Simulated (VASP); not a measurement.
# BN (R3m) in VASP: a series of runs, part 2 of 2

VASP 6.6.1. Earlier steps stand in the parts before.

### 4 Single point, LDA

File INCAR:

```
SYSTEM = BN
  PREC = Accurate
  ENCUT = 520
  EDIFF = 1E-7
  ISMEAR = -1
  SIGMA = 0.1
  LREAL = .FALSE.
  LASPH = .TRUE.
  NELM = 100
  ALGO = Normal
  ISIF = 2
  LWAVE = .FALSE.
  LCHARG = .FALSE.
  GGA = CA
  NBANDS = 11
```

File KPOINTS:

```
Automatic mesh
0
G
  10 10 10
  0 0 0
```

File POSCAR:

```
BN
1.0
    1.2511217800      0.7223355000      3.3729344000
   -1.2511217800      0.7223355000      3.3729344000
    0.0000000000     -1.4446710000      3.3729344000
B N
1 1
Direct
    0.9996712000      0.9996712000      0.9996712000
    0.3327618000      0.3327618000      0.3327618000
```

Potentials or basis: VASP PAW LDA potentials, release 64 (B, N).

On the command line:

```bash
> cat potpaw_LDA.64/B/POTCAR potpaw_LDA.64/N/POTCAR > POTCAR
> mpirun -np 1 vasp_std > vasp.out
```

OUTCAR:

```text
SYSTEM = BN
   PREC = Accurate
   ENCUT = 520
   EDIFF = 1E-7
   ISMEAR = -1
   LREAL = .FALSE.
   LASPH = .TRUE.
   NELM = 100
   ISIF = 2
   GGA = CA

 ion  position               nearest neighbor table
   1  1.000  1.000  1.000-   2 1.44   2 1.44   2 1.44
   2  0.333  0.333  0.333-   1 1.44   1 1.44   1 1.44

  LATTYP: Found a trigonal (rhomboedric) cell.
 ALAT       =     3.6692997629
 COS(alpha) =     0.7674786788

  Lattice vectors:

 A1 = (   1.2511217800,   0.7223355000,   3.3729344000)
 A2 = (  -1.2511217800,   0.7223355000,   3.3729344000)
 A3 = (   0.0000000000,  -1.4446710000,   3.3729344000)

Analysis of symmetry for initial positions (statically):
=====================================================================
 Subroutine PRICEL returns:
 Original cell was already a primitive cell.

 Routine SETGRP: Setting up the symmetry group for a
 trigonal (rhombohedral) supercell.

 Subroutine GETGRP returns: Found  6 space group operations
 (whereof  6 operations were pure point group operations)
 out of a pool of 12 trial point group operations.

The static configuration has the point symmetry C_3v.

Analysis of symmetry for dynamics (positions and initial velocities):
=====================================================================
 Subroutine PRICEL returns:
 Original cell was already a primitive cell.

 Routine SETGRP: Setting up the symmetry group for a
 trigonal (rhombohedral) supercell.

 Subroutine GETGRP returns: Found  6 space group operations
 (whereof  6 operations were pure point group operations)
 out of a pool of 12 trial point group operations.

The dynamic configuration has the point symmetry C_3v.

 Subroutine INISYM returns: Found  6 space group operations
 (whereof  6 operations are pure point group operations),
 and found     1 'primitive' translations

----------------------------------------------------------------------------------------

[... 113 lines left out ...]
  volume/ion in A,a.u.               =       9.14        61.71
  Fermi-wavevector in a.u.,A,eV,Ry     =   1.242717  2.348395 21.012099  1.544346
  Thomas-Fermi vector in A             =   2.377059
   LORBIT       =      0    0 simple, 1 ext, 2 COOP (PROOUT), +10 PAW based schemes
   GGA     = CA    functional components
   LHFCALC =     F    Hartree Fock is set to
   AEXX    =    0.0000 exact exchange contribution
   IVDW    =     0    specifies the selected vdW correction
   LEPSILON=     F    determine dielectric tensor
   LRPA    =     F    only Hartree local field effects (RPA)
 non-spin polarized calculation
  energy-cutoff  :      520.00
  volume of cell :       18.29
 maximum number of plane-waves:       517
   NGX = 13   NGY = 13   NGZ = 13

 number of electron       8.0000000 magnetization

 Free energy of the ion-electron system (eV)
  ---------------------------------------------------
  ext. energy  EPLUGINS =         0.00000000
  ---------------------------------------------------
  free energy    TOTEN  =       -19.28635555 eV

  energy without entropy =      -19.28635555  energy(sigma->0) =      -19.28635555

 E-fermi :   4.1320     XC(G=0): -10.4317

 val. band max:        2.0407428409   @ k =  -0.3000   0.3000   0.0000
 cond. band min:       6.0930269849   @ k =   0.5000   0.5000   0.0000
 fundamental gap:      4.0522841440
 Fermi energy:         4.1320113782

 k-point     1 :       0.0000    0.0000    0.0000
  band No.  band energies     occupation
      1     -15.5633      2.00000
      2      -2.2030      2.00000
      3       0.7049      2.00000
      4       0.7049      2.00000
      5       6.8454      0.00000
      6      13.5663      0.00000
      7      13.5663      0.00000
      8      14.9756      0.00000
      9      16.8086      0.00000
     10      27.6476      0.00000
     11      29.4374      0.00000
[... 309 lines left out ...]
 k-point    24 :       0.4000    0.3000   -0.0000
  band No.  band energies     occupation
      1     -13.1927      2.00000
      2      -5.0355      2.00000
      3      -2.2024      2.00000
      4      -0.1785      2.00000
      5       8.2231      0.00000
      6      12.2184      0.00000
      7      14.1658      0.00000
      8      19.1207      0.00000
      9      19.9260      0.00000
     10      22.4934      0.00000
     11      26.3990      0.00000

 [... further k-points ...]
[... 5 lines left out ...]
  --------------------------------------------------------------------------------------
  -------------------------------------------------------------------------------------
  Total       -0.5902874     -0.5902874     -0.1280345      0.0000000      0.0000000      0.0000000
  in kB      -51.7102251    -51.7102256    -11.2160449      0.0000000      0.0000000      0.0000000
  external PRESSURE =     -38.2121652 kB  Pullay stress =       0.0000000 kB

 VOLUME and BASIS-vectors are now :
 -----------------------------------------------------------------------------
  energy-cutoff  :      520.00
  volume of cell :       18.29
      direct lattice vectors                 reciprocal lattice vectors
     1.251121780  0.722335500  3.372934400     0.399641352  0.230733041  0.098825916
    -1.251121780  0.722335500  3.372934400    -0.399641352  0.230733041  0.098825916
     0.000000000 -1.444671000  3.372934400     0.000000000 -0.461466082  0.098825916

 POSITION                                       TOTAL-FORCE (eV/Angst)
 -----------------------------------------------------------------------------------
      0.00000      0.00000     10.11548         0.000000     -0.000000     -0.002235
      0.00000      0.00000      3.36715         0.000000      0.000000      0.002235
 -----------------------------------------------------------------------------------
    total drift:                                0.000000     -0.000000     -0.000017

  FREE ENERGIE OF THE ION-ELECTRON SYSTEM (eV)
  ---------------------------------------------------
  free  energy   TOTEN  =       -19.2863555506 eV

  energy  without entropy=      -19.2863555504  energy(sigma->0) =      -19.28635555
```

It took 46 s on 1 thread of Intel Xeon 8259CL, shared host; peak memory 0.15 GiB.

Results:

| Item | Value |
| --- | --- |
| Free energy | -19.2864 eV |
| Pressure | -3.8 GPa |
| Band gap on the k mesh | 4.05 eV, indirect (least direct gap 4.75 eV) |

Forces on the atoms (eV/Å):
```
B    0.000  0.000 -0.002
N    0.000  0.000  0.002
```

Stress tensor (GPa, compression positive):
```
-5.17  0.00  0.00
 0.00 -5.17  0.00
 0.00  0.00 -1.12
```

### 5 Summary

```csv
level,potentials or basis,gap on the mesh (eV),pressure (GPa)
BLYP,"VASP PAW PBE potentials, release 64 (B, N)",4.32,5.5
PBEsol,"VASP PAW PBE potentials, release 64 (B, N)",4.14,1.0
LDA,"VASP PAW LDA potentials, release 64 (B, N)",4.05,-3.8
```

Alike in all rows: task single point; no spin polarisation; cell as given; k mesh 10 × 10 × 10; cutoff (eV) 520; smearing fermi-dirac 0.1 eV.

Caveats: the PAW data sets were made with another functional, which shifts forces and pressure a little (some runs).

Absolute energies hang on the potentials; compare differences alone.
